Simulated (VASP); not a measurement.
Here is a VASP 6.6.1 calculation.

File INCAR:

```
SYSTEM = HfB
PREC     = Accurate       ! precision mode
ENCUT    = 520            ! plane-wave cutoff, eV
EDIFF    = 1E-6           ! SCF threshold, eV
ISMEAR   = 0              ! smearing method
SIGMA    = 0.1            ! smearing width, eV
LREAL    = .FALSE.        ! projectors in reciprocal space
LASPH    = .TRUE.         ! aspherical terms in the spheres
NELM     = 80             ! most SCF steps
ALGO     = Normal         ! electronic algorithm
ISIF     = 2              ! what is computed and relaxed
LWAVE    = .FALSE.        ! write WAVECAR
LCHARG   = .FALSE.        ! write CHGCAR
GGA      = PS             ! functional
NBANDS   = 14             ! bands
```

The input KPOINTS:

```
regular mesh
0
G
  16 16 16
  0 0 0
```

File POSCAR:

```
HfB
1.0
    0.0000000000      2.2940817038      2.2940817038
    2.2940817038      0.0000000000      2.2940817038
    2.2940817038      2.2940817038      0.0000000000
Hf B
1 1
Direct
    0.5000000000      0.5000000000      0.5000000000
    0.0000000000      0.0000000000      0.0000000000
```

Potentials or basis: VASP PAW PBE potentials, release 64 (Hf_pv, B).

Run with:

```sh
$ cat potpaw_PBE.64/Hf_pv/POTCAR potpaw_PBE.64/B/POTCAR > POTCAR
$ mpirun -np 1 vasp_std > vasp.out
```

(1) What does it give for the pressure?

Answers

(1) 30.5 GPa.

Caveat: the PAW data sets were made with another functional, which shifts forces and pressure a little.
